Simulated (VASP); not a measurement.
Write the native input for VASP 6.6.1 that does the following.

```yaml
Task: single point
Functional: LDA
Potentials_or_basis: VASP PAW LDA potentials, release 64 (Ir)
Cutoff: 500 eV
k_mesh: 18 × 18 × 10
Occupations: gaussian, width 0.15 eV
Spin: no spin polarisation
Dipole_correction: no
Further_INCAR_settings: ALGO = Normal; EDIFF = 1e-06; NBANDS = 16
```

The structure of Ir lies in POSCAR:

```
Ir
1.0
    2.7864000000      0.0000000000      0.0000000000
   -1.3932000000      2.4130931851      0.0000000000
    0.0000000000      0.0000000000      4.2693000000
Ir
2
Direct
    0.6666666667      0.3333333333      0.7500000000
    0.3333333333      0.6666666667      0.2500000000
```

One way to write it, as run:

INCAR

```
ALGO = Normal
EDIFF = 1E-6
ENCUT = 500
GGA = CA
GGA_COMPAT = False
ISIF = 2
ISMEAR = 0
LASPH = True
LCHARG = False
LREAL = False
LWAVE = False
NBANDS = 16
NELM = 120
PREC = Accurate
SIGMA = 0.15
```

KPOINTS

```
k-points
0
Gamma
  18 18 10
```

Potentials or basis: VASP PAW LDA potentials, release 64 (Ir).

Launch:

```bash
$ cat potpaw_LDA.64/Ir/POTCAR > POTCAR
$ mpirun -np 1 vasp_std > vasp.out
```

It gave:

The pressure is -7.9 GPa. The band gap on the k mesh is zero (band 9 reaches 11.05 eV, above the bottom of band 10 at 7.88 eV).

Caveat: spin-orbit coupling is left out, which moves the levels of the heavy elements.

Run time: 52 s on 1 thread of Intel Xeon 6975P-C, with other jobs on the host, peak memory 0.19 GiB.
